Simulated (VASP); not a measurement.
# YBPd3 (Pm-3m) in VASP: a series of runs

Runs on YBPd3. Level: LDA. Tasks: single point.

All numbers are computed with VASP 6.6.1; they aren't measurements. Logs are shortened: lines on timing, memory, paths and dates and some standing lists are left out, and cuts for length are marked.

**1. The cell of the first run**

Symmetry: Pm-3m, No. 221, cubic system. The conventional cell has a = 4.296 Å, b = 4.296 Å, c = 4.296 Å, α = 90.00°, β = 90.00°, γ = 90.00°. Y (site symmetry m-3m) has 12 Pd at 3.04 Å and 8 B at 3.72 Å within 4.0 Å. B (site symmetry m-3m) has 6 Pd at 2.15 Å within 2.8 Å. Pd (site symmetry 4/mmm) has 2 B at 2.15 Å within 2.8 Å.

**2. Single point, LDA**

The input, INCAR:

```
SYSTEM = YBPd3
PREC     = Accurate       ! precision mode
ENCUT    = 520            ! plane-wave cutoff, eV
EDIFF    = 1E-7           ! SCF threshold, eV
ISMEAR   = -1             ! smearing method
SIGMA    = 0.15           ! smearing width, eV
LREAL    = .False.        ! projectors in reciprocal space
LASPH    = .True.         ! aspherical terms in the spheres
NELM     = 60             ! most SCF steps
ALGO     = Normal         ! electronic algorithm
ISIF     = 2              ! what is computed and relaxed
LWAVE    = .False.        ! write WAVECAR
LCHARG   = .False.        ! write CHGCAR
GGA      = CA             ! functional
NBANDS   = 30             ! bands
```

The input, KPOINTS:

```
Automatic mesh
0
Gamma
  6 6 6
  0 0 0
```

The input, POSCAR:

```
YBPd3
1.0
    4.2960080381      0.0000000000      0.0000000000
    0.0000000000      4.2960080381      0.0000000000
    0.0000000000      0.0000000000      4.2960080381
Y B Pd
1 1 3
Direct
    0.0000000000      0.0000000000      0.0000000000
    0.5000000000      0.5000000000      0.5000000000
    0.0000000000      0.5000000000      0.5000000000
    0.5000000000      0.5000000000      0.0000000000
    0.5000000000      0.0000000000      0.5000000000
```

Potentials or basis: VASP PAW LDA potentials, release 64 (Y_sv, B, Pd).

Run with:

```sh
> cat potpaw_LDA.64/Y_sv/POTCAR potpaw_LDA.64/B/POTCAR potpaw_LDA.64/Pd/POTCAR > POTCAR
> mpirun -np 1 vasp_std > vasp.out
```

OUTCAR:

```text
SYSTEM = YBPd3
   PREC = Accurate
   ENCUT = 520
   EDIFF = 1E-7
   ISMEAR = -1
   LREAL = .False.
   LASPH = .True.
   NELM = 60
   ISIF = 2
   GGA = CA

 ion  position               nearest neighbor table
   1  0.000  0.000  0.000-   3 3.04   4 3.04   5 3.04   3 3.04   5 3.04   3 3.04   4 3.04   3 3.04
                             4 3.04   5 3.04   5 3.04   4 3.04
   2  0.500  0.500  0.500-   3 2.15   4 2.15   5 2.15   4 2.15   5 2.15   3 2.15
   3  0.000  0.500  0.500-   2 2.15   2 2.15   4 3.04   5 3.04   1 3.04   4 3.04   1 3.04   5 3.04
                             1 3.04   1 3.04   4 3.04   5 3.04   4 3.04   5 3.04
   4  0.500  0.500  0.000-   2 2.15   2 2.15   3 3.04   5 3.04   1 3.04   3 3.04   5 3.04   1 3.04
                             5 3.04   5 3.04   1 3.04   3 3.04   3 3.04   1 3.04
   5  0.500  0.000  0.500-   2 2.15   2 2.15   3 3.04   4 3.04   1 3.04   4 3.04   1 3.04   3 3.04
                             4 3.04   4 3.04   1 3.04   3 3.04   1 3.04   3 3.04

  LATTYP: Found a simple cubic cell.
 ALAT       =     4.2960080381

  Lattice vectors:

 A1 = (   4.2960080381,   0.0000000000,   0.0000000000)
 A2 = (   0.0000000000,   4.2960080381,   0.0000000000)
 A3 = (   0.0000000000,   0.0000000000,   4.2960080381)

Analysis of symmetry for initial positions (statically):
=====================================================================
 Subroutine PRICEL returns:
 Original cell was already a primitive cell.

 Routine SETGRP: Setting up the symmetry group for a
 simple cubic supercell.

 Subroutine GETGRP returns: Found 48 space group operations
 (whereof 48 operations were pure point group operations)
 out of a pool of 48 trial point group operations.

The static configuration has the point symmetry O_h .

Analysis of symmetry for dynamics (positions and initial velocities):
=====================================================================
 Subroutine PRICEL returns:
 Original cell was already a primitive cell.

 Routine SETGRP: Setting up the symmetry group for a
 simple cubic supercell.

 Subroutine GETGRP returns: Found 48 space group operations
 (whereof 48 operations were pure point group operations)
 out of a pool of 48 trial point group operations.

The dynamic configuration has the point symmetry O_h .

 Subroutine INISYM returns: Found 48 space group operations
 (whereof 48 operations are pure point group operations),
 and found     1 'primitive' translations

[... 93 lines left out ...]
   ENCUT  =  520.0 eV  38.22 Ry    6.18 a.u.   7.99  7.99  7.99*2*pi/ulx,y,z
   NELM   =     60;   NELMIN=  2; NELMDL= -5     # of ELM steps
   EDIFF  = 0.1E-06   stopping-criterion for ELM
   LREAL  =      F    real-space projection
   EDIFFG = 0.1E-05   stopping-criterion for IOM
   NSW    =      0    number of steps for IOM
   IBRION =     -1    ionic relax: 0-MD 1-quasi-New 2-CG
   NFREE  =      0    steps in history (QN), initial steepest desc. (CG)
   ISIF   =      2    stress and relaxation
   ISYM   =      2    0-nonsym 1-usesym 2-fastsym
   POTIM  = 0.5000    time-step for ionic-motion
   TEBEG  =    0.0;   TEEND  =   0.0 temperature during run
   PSTRESS=    0.0 pullay stress
   NELECT =      44.0000    total number of electrons
   NUPDOWN=      -1.0000    fix difference up-down
   EMIN   =  10.00;   EMAX   =-10.00  energy-range for DOS
   EFERMI =   0.00;   METHOD = LEGACY
   ISMEAR =    -1;   SIGMA  =   0.15  broadening in eV -4-tet -1-fermi 0-gaus
   EFERMI_NEDOS =   21; number of points for ismear=-14 and -15
   IALGO  =     38    algorithm
   IMIX   =      4    mixing-type and parameters
     AMIX     =   0.40;   BMIX     =  1.00
     AMIX_MAG =   1.60;   BMIX_MAG =  1.00
  volume/ion in A,a.u.               =      15.86       107.01
  Fermi-wavevector in a.u.,A,eV,Ry     =   1.345325  2.542296 24.625186  1.809900
  Thomas-Fermi vector in A             =   2.473247
   LORBIT       =      0    0 simple, 1 ext, 2 COOP (PROOUT), +10 PAW based schemes
   GGA     = CA    functional components
   LHFCALC =     F    Hartree Fock is set to
   AEXX    =    0.0000 exact exchange contribution
   IVDW    =     0    specifies the selected vdW correction
   LEPSILON=     F    determine dielectric tensor
   LRPA    =     F    only Hartree local field effects (RPA)
 non-spin polarized calculation
  energy-cutoff  :      520.00
  volume of cell :       79.29
 maximum number of plane-waves:      2176
 NGX is ok and might be reduce to    32
   NGX = 15   NGY = 15   NGZ = 15

 number of electron      43.9999976 magnetization

 Free energy of the ion-electron system (eV)
  ---------------------------------------------------
  ext. energy  EPLUGINS =         0.00000000
  ---------------------------------------------------
  free energy    TOTEN  =       -37.11587322 eV

  energy without entropy =      -36.89424006  energy(sigma->0) =      -37.00505664

 E-fermi :   7.8811     XC(G=0): -12.2631

 val. band max:        7.8713382517   @ k =   0.5000   0.1667   0.0000
 cond. band min:       8.0237293709   @ k =   0.3333   0.0000   0.0000
 fundamental gap:      0.1523911191
 Fermi energy:         7.8811270596

 k-point     1 :       0.0000    0.0000    0.0000
  band No.  band energies     occupation
      1     -34.9445      2.00000
      2     -15.0407      2.00000
      3     -15.0407      2.00000
      4     -15.0407      2.00000
      5      -2.3310      2.00000
      6       1.9386      2.00000
[... 649 lines left out ...]
     29      13.4927      0.00000
     30      13.4927      0.00000

------------------------ aborting loop because EDIFF is reached ----------------------------------------

  FORCE on cell =-STRESS in cart. coord.  units (eV):
  Direction    XX          YY          ZZ          XY          YZ          ZX
  --------------------------------------------------------------------------------------
  -------------------------------------------------------------------------------------
  Total       -3.8201649     -3.8201649     -3.8201649     -0.0000000     -0.0000000      0.0000000
  in kB      -77.1964696    -77.1964696    -77.1964696     -0.0000000     -0.0000000      0.0000000
  external PRESSURE =     -77.1964696 kB  Pullay stress =       0.0000000 kB

 VOLUME and BASIS-vectors are now :
 -----------------------------------------------------------------------------
  energy-cutoff  :      520.00
  volume of cell :       79.29
      direct lattice vectors                 reciprocal lattice vectors
     4.296008038  0.000000000  0.000000000     0.232774239  0.000000000  0.000000000
     0.000000000  4.296008038  0.000000000     0.000000000  0.232774239  0.000000000
     0.000000000  0.000000000  4.296008038     0.000000000  0.000000000  0.232774239

 POSITION                                       TOTAL-FORCE (eV/Angst)
 -----------------------------------------------------------------------------------
      0.00000      0.00000      0.00000         0.000000      0.000000      0.000000
      2.14800      2.14800      2.14800         0.000000      0.000000      0.000000
      0.00000      2.14800      2.14800         0.000000      0.000000      0.000000
      2.14800      2.14800      0.00000         0.000000      0.000000      0.000000
      2.14800      0.00000      2.14800         0.000000      0.000000      0.000000
 -----------------------------------------------------------------------------------
    total drift:                                0.000000     -0.000000     -0.000000

  FREE ENERGIE OF THE ION-ELECTRON SYSTEM (eV)
  ---------------------------------------------------
  free  energy   TOTEN  =       -37.1158732219 eV

  energy  without entropy=      -36.8942400619  energy(sigma->0) =      -37.00505664
```

It took 60 s on 1 thread of Intel Xeon 8259CL, shared host; peak memory 0.19 GiB.

Results:

| Quantity | Value |
| --- | --- |
| Free energy | -37.1159 eV |
| Pressure | -7.7 GPa |
| Band gap on the k mesh | zero (bands 22 and 23 overlap by 1.81 eV) |

Levels at points of the mesh, in eV from the Fermi level:
```csv
k point,band 19,band 20,band 21,band 22,band 23,band 24,band 25,band 26
"(0.00, 0.00, 0.00)",-1.65,-1.65,-1.50,-1.50,-1.50,1.84,1.84,4.10
"(0.50, 0.00, 0.00)",-2.76,-2.40,-1.65,0.32,0.32,1.56,2.56,2.56
"(0.50, 0.50, 0.00)",-2.68,-2.57,-1.59,-0.41,-0.41,1.71,1.71,2.37
"(0.50, 0.50, 0.50)",-1.79,-1.79,0.29,0.29,0.29,0.37,0.37,0.37
```

Caveat: the cell stands under tension.

**3. Single point, LDA**

This run uses another cell than the first one, of 16.18 Å³/atom.

The input, INCAR:

```
SYSTEM = YBPd3
ALGO     = Normal         ! electronic algorithm
EDIFF    = 1E-6           ! SCF threshold, eV
ENCUT    = 520            ! plane-wave cutoff, eV
ISIF     = 2              ! what is computed and relaxed
ISMEAR   = -1             ! smearing method
LASPH    = .TRUE.         ! aspherical terms in the spheres
LCHARG   = .FALSE.        ! write CHGCAR
LREAL    = .FALSE.        ! projectors in reciprocal space
LWAVE    = .FALSE.        ! write WAVECAR
NBANDS   = 30             ! bands
NELM     = 60             ! most SCF steps
PREC     = Accurate       ! precision mode
SIGMA    = 0.15           ! smearing width, eV
```

The input, KPOINTS:

```
k-points
0
G
  6 6 6
  0 0 0
```

POSCAR: that of step 2 with these lines changed.

```diff
@@ -2,5 +2,5 @@
 1.0
-    4.2960080381      0.0000000000      0.0000000000
-    0.0000000000      4.2960080381      0.0000000000
-    0.0000000000      0.0000000000      4.2960080381
+    4.3250360000      0.0000000000      0.0000000000
+    0.0000000000      4.3250360000      0.0000000000
+    0.0000000000      0.0000000000      4.3250360000
 Y B Pd
```

Potentials or basis: VASP PAW LDA potentials, release 64 (Y_sv, B, Pd).

Run with:

```sh
> cat potpaw_LDA.64/Y_sv/POTCAR potpaw_LDA.64/B/POTCAR potpaw_LDA.64/Pd/POTCAR > POTCAR
> mpirun -np 1 vasp_std > vasp.out
```

OUTCAR:

```text
SYSTEM = YBPd3
   EDIFF = 1E-6
   ENCUT = 520
   ISIF = 2
   ISMEAR = -1
   LASPH = .TRUE.
   LREAL = .FALSE.
   NELM = 60
   PREC = Accurate

 ion  position               nearest neighbor table
   1  0.000  0.000  0.000-   3 3.06   4 3.06   5 3.06   3 3.06   5 3.06   3 3.06   4 3.06   3 3.06
                             4 3.06   5 3.06   5 3.06   4 3.06
   2  0.500  0.500  0.500-   3 2.16   4 2.16   5 2.16   4 2.16   5 2.16   3 2.16
   3  0.000  0.500  0.500-   2 2.16   2 2.16   4 3.06   5 3.06   1 3.06   4 3.06   1 3.06   5 3.06
                             1 3.06   1 3.06   4 3.06   5 3.06   4 3.06   5 3.06
   4  0.500  0.500  0.000-   2 2.16   2 2.16   3 3.06   5 3.06   1 3.06   3 3.06   5 3.06   1 3.06
                             5 3.06   5 3.06   1 3.06   3 3.06   3 3.06   1 3.06
   5  0.500  0.000  0.500-   2 2.16   2 2.16   3 3.06   4 3.06   1 3.06   4 3.06   1 3.06   3 3.06
                             4 3.06   4 3.06   1 3.06   3 3.06   1 3.06   3 3.06

  LATTYP: Found a simple cubic cell.
 ALAT       =     4.3250360000

  Lattice vectors:

 A1 = (   4.3250360000,   0.0000000000,   0.0000000000)
 A2 = (   0.0000000000,   4.3250360000,   0.0000000000)
 A3 = (   0.0000000000,   0.0000000000,   4.3250360000)

[... 177 lines left out ...]
 cond. band min:       7.7736671059   @ k =   0.3333   0.0000   0.0000
 fundamental gap:      0.1577056313
 Fermi energy:         7.6211732571

 k-point     1 :       0.0000    0.0000    0.0000
  band No.  band energies     occupation
      1     -35.2532      2.00000
      2     -15.3392      2.00000
      3     -15.3392      2.00000
      4     -15.3392      2.00000
      5      -2.4248      2.00000
      6       1.7992      2.00000
[... 649 lines left out ...]
     29      13.1154      0.00000
     30      13.1154      0.00000

------------------------ aborting loop because EDIFF is reached ----------------------------------------

  FORCE on cell =-STRESS in cart. coord.  units (eV):
  Direction    XX          YY          ZZ          XY          YZ          ZX
  --------------------------------------------------------------------------------------
  -------------------------------------------------------------------------------------
  Total       -5.2153108     -5.2153108     -5.2153108      0.0000000      0.0000000      0.0000000
  in kB     -103.2812760   -103.2812760   -103.2812760      0.0000000      0.0000000      0.0000000
  external PRESSURE =    -103.2812760 kB  Pullay stress =       0.0000000 kB

 VOLUME and BASIS-vectors are now :
 -----------------------------------------------------------------------------
  energy-cutoff  :      520.00
  volume of cell :       80.90
      direct lattice vectors                 reciprocal lattice vectors
     4.325036000  0.000000000  0.000000000     0.231211948  0.000000000  0.000000000
     0.000000000  4.325036000  0.000000000     0.000000000  0.231211948  0.000000000
     0.000000000  0.000000000  4.325036000     0.000000000  0.000000000  0.231211948

 POSITION                                       TOTAL-FORCE (eV/Angst)
 -----------------------------------------------------------------------------------
      0.00000      0.00000      0.00000         0.000000      0.000000      0.000000
      2.16252      2.16252      2.16252         0.000000      0.000000      0.000000
      0.00000      2.16252      2.16252         0.000000      0.000000      0.000000
      2.16252      2.16252      0.00000         0.000000      0.000000      0.000000
      2.16252      0.00000      2.16252         0.000000      0.000000      0.000000
 -----------------------------------------------------------------------------------
    total drift:                                0.000000     -0.000000     -0.000000

  FREE ENERGIE OF THE ION-ELECTRON SYSTEM (eV)
  ---------------------------------------------------
  free  energy   TOTEN  =       -37.0250409781 eV

  energy  without entropy=      -36.8018819591  energy(sigma->0) =      -36.91346147
```

Run time: 57 s. Hardware: 1 thread of Intel Xeon 8259CL, shared host; peak memory 0.19 GiB.

What came out:

- Free energy: -37.0250 eV
- Pressure: -10.3 GPa
- Band gap on the k mesh: zero (bands 22 and 23 overlap by 1.76 eV)

Caveat: the cell stands under tension.

The gap in the log of VASP goes by the Fermi energy; the results here count the filled bands.